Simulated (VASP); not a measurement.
# Hf2NO (P-4m2) in VASP: further runs, part 2 of 2

VASP 6.6.1. Earlier steps stand in the parts before.

### Step 3. Relaxation of cell and atoms, PBE

This run uses another cell than the first one, of 15.08 Å³/atom.

INCAR reads:

```
SYSTEM = Hf2NO
ALGO     = Normal         ! electronic algorithm
EDIFF    = 1E-6           ! SCF threshold, eV
EDIFFG   = -0.01          ! ionic threshold
ENCUT    = 600            ! plane-wave cutoff, eV
GGA      = PE             ! functional
IBRION   = 2              ! ionic algorithm
ISIF     = 3              ! what is computed and relaxed
ISMEAR   = 0              ! smearing method
LASPH    = .True.         ! aspherical terms in the spheres
LCHARG   = .False.        ! write CHGCAR
LREAL    = .False.        ! projectors in reciprocal space
LWAVE    = .False.        ! write WAVECAR
NELM     = 100            ! most SCF steps
NSW      = 100            ! ionic steps
PREC     = Accurate       ! precision mode
SIGMA    = 0.1            ! smearing width, eV
```

KPOINTS reads:

```
k-points
0
Gamma
  14 14 10
  0 0 0
```

POSCAR reads:

```
Hf2NO
1.0
    3.4876516844      0.0000000000      0.0000000000
    0.0000000000      3.4876516844      0.0000000000
    0.0000000000      0.0000000000      4.9581293189
Hf N O
2 1 1
Direct
    0.5000000000      0.0000000000      0.7370628716
    0.0000000000      0.5000000000      0.2629371284
    0.0000000000      0.0000000000      0.5000000000
    0.5000000000      0.5000000000      0.0000000000
```

Potentials or basis: VASP PAW PBE potentials, release 64 (Hf_pv, N, O).

The run is started by

```sh
> cat potpaw_PBE.64/Hf_pv/POTCAR potpaw_PBE.64/N/POTCAR potpaw_PBE.64/O/POTCAR > POTCAR
> mpirun -np 1 vasp_std > vasp.out
```

OUTCAR:

```text
SYSTEM = Hf2NO
   EDIFF = 1E-6
   EDIFFG = -0.01
   ENCUT = 600
   GGA = PE
   IBRION = 2
   ISIF = 3
   ISMEAR = 0
   LASPH = .True.
   LREAL = .False.
   NELM = 100
   NSW = 100
   PREC = Accurate

 ion  position               nearest neighbor table
   1  0.500  0.000  0.737-   3 2.10   3 2.10   4 2.18   4 2.18   2 3.41   2 3.41   2 3.41   2 3.41
                             2 3.59   2 3.59   2 3.59   2 3.59
   2  0.000  0.500  0.263-   3 2.10   3 2.10   4 2.18   4 2.18   1 3.41   1 3.41   1 3.41   1 3.41
                             1 3.59   1 3.59   1 3.59   1 3.59
   3  0.000  0.000  0.500-   1 2.10   2 2.10   2 2.10   1 2.10
   4  0.500  0.500  0.000-   1 2.18   2 2.18   1 2.18   2 2.18

  LATTYP: Found a simple tetragonal cell.
 ALAT       =     3.4876516844
 C/A-ratio  =     1.4216239945

  Lattice vectors:

 A1 = (   3.4876516844,   0.0000000000,   0.0000000000)
 A2 = (   0.0000000000,   3.4876516844,   0.0000000000)
[... 341 lines left out ...]

  energy without entropy =      -40.44042472  energy(sigma->0) =      -40.44483143

 E-fermi :   5.9791     XC(G=0): -11.1816

 val. band max:        5.9654092629   @ k =   0.2143   0.0714   0.5000
 cond. band min:       5.9958228191   @ k =   0.1429   0.1429   0.5000
 fundamental gap:      0.0304135562
 Fermi energy:         5.9790536936

 k-point     1 :       0.0000    0.0000    0.0000
  band No.  band energies     occupation
      1     -26.0648      2.00000
      2     -25.7216      2.00000
      3     -25.7216      2.00000
      4     -25.5752      2.00000
      5     -25.5621      2.00000
      6     -25.5621      2.00000
[... 505 lines left out ...]
      6     -25.6456      2.00000
[... 11 lines left out ...]
     18       7.4780      0.00000
     19       8.6421      0.00000

 [... further k-points ...]

------------------------ aborting loop because EDIFF is reached ----------------------------------------

  FORCE on cell =-STRESS in cart. coord.  units (eV):
  Direction    XX          YY          ZZ          XY          YZ          ZX
  --------------------------------------------------------------------------------------
  -------------------------------------------------------------------------------------
  Total        0.0301376      0.0301376     -0.0321881      0.0000000     -0.0000000      0.0000000
  in kB        0.8098645      0.8098645     -0.8649654      0.0000000     -0.0000000      0.0000000
  external PRESSURE =       0.2515878 kB  Pullay stress =       0.0000000 kB
[... 19 lines left out ...]
  FREE ENERGIE OF THE ION-ELECTRON SYSTEM (eV)
  ---------------------------------------------------
  free  energy   TOTEN  =       -40.4492381410 eV

  energy  without entropy=      -40.4404247239  energy(sigma->0) =      -40.44483143

 reached required accuracy - stopping structural energy minimisation
```

OSZICAR:

```text
N       E                     dE             d eps       ncg     rms          rms(c)
DAV:   1     0.166554055377E+03    0.16655E+03   -0.18865E+04  8216   0.174E+03
DAV:   2    -0.374916981623E+02   -0.20405E+03   -0.19900E+03 11028   0.389E+02
DAV:   3    -0.467875620310E+02   -0.92959E+01   -0.90824E+01  9929   0.702E+01
DAV:   4    -0.469721776774E+02   -0.18462E+00   -0.18048E+00 10514   0.951E+00
[... 40 lines left out ...]
DAV:   1    -0.404490991657E+02    0.37421E-04   -0.57451E-02  8214   0.181E+00    0.201E-01
DAV:   2    -0.404492425271E+02   -0.14336E-03   -0.20988E-03  9581   0.349E-01    0.693E-02
DAV:   3    -0.404492393227E+02    0.32044E-05   -0.76535E-05 10724   0.665E-02    0.453E-02
DAV:   4    -0.404492382251E+02    0.10976E-05   -0.14963E-05 10900   0.258E-02    0.265E-02
DAV:   5    -0.404492381410E+02    0.84031E-07   -0.25323E-06  6770   0.134E-02
   5 F= -.40449238E+02 E0= -.40444831E+02  d E =-.811906E-03
```

Wall time 4.9 min (1 thread of Intel Xeon 6975P-C (Granite Rapids), shared host); peak memory 0.44 GiB.

Results:

```yaml
Free_energy: -40.4492 eV
Relaxed_volume: 14.91 Å³/atom
Relaxed_cell: a = 3.475 Å, b = 3.475 Å, c = 4.937 Å, α = 90.00°, β = 90.00°, γ = 90.00°
Space_group_after_relaxing_to_0.1_Å: P-4m2 (No. 115)
Energy_gained_by_relaxing: 1.2 meV/atom
Ionic_steps: 5
Pressure_after_relaxing: 0.0 GPa
Band_gap_on_the_k_mesh: zero (an odd number of electrons rules out a gap without spin polarisation)
```

The path:
| step | energy change (eV) | largest force (eV/Å) | pressure (GPa) | volume (Å³) |
| --- | --- | --- | --- | --- |
| 1 | 0.0000 | 0.0809 | -1.83 | 60.31 |
| 2 | 0.0027 | 0.1401 | 2.69 | 58.82 |
| 3 | -0.0039 | 0.1083 | 0.10 | 59.66 |
| 4 | -0.0046 | 0.0372 | 0.06 | 59.63 |
| 5 | -0.0047 | 0.0005 | 0.03 | 59.62 |

Final structure:
```
Hf N O
1.0
     3.47511    0.00000    0.00000
     0.00000    3.47511    0.00000
     0.00000    0.00000    4.93708
Hf N O
2 1 1
Cartesian
  1.7376 0.0000 3.6481
  0.0000 1.7376 1.2890
  3.4751 0.0000 2.4685
  1.7376 1.7376 0.0000
```

Levels at points of the mesh, in eV from the Fermi level:
```
           k point  band 14  band 15  band 16  band 17  band 18  band 19
(0.00, 0.00, 0.00)    -4.68    -2.20    -1.24     1.10     1.92     1.92
(0.50, 0.00, 0.00)    -5.10    -0.08     0.20     0.84     1.24     1.62
(0.50, 0.50, 0.00)    -3.77    -1.44    -1.36     1.31     1.31     3.63
(0.00, 0.00, 0.50)    -5.06    -0.69    -0.45     1.00     1.04     2.51
(0.50, 0.00, 0.50)    -5.28     0.35     0.67     1.83     2.03     2.52
(0.50, 0.50, 0.50)    -3.74    -1.51    -1.50     0.71     0.71     3.09
```

Caveat: spin-orbit coupling is left out, which moves the levels of the heavy elements; an odd number of electrons without spin polarisation forces a metal; a magnetic or distorted state may lie lower.

The gap in the log of VASP goes by the Fermi energy; the results here count the filled bands.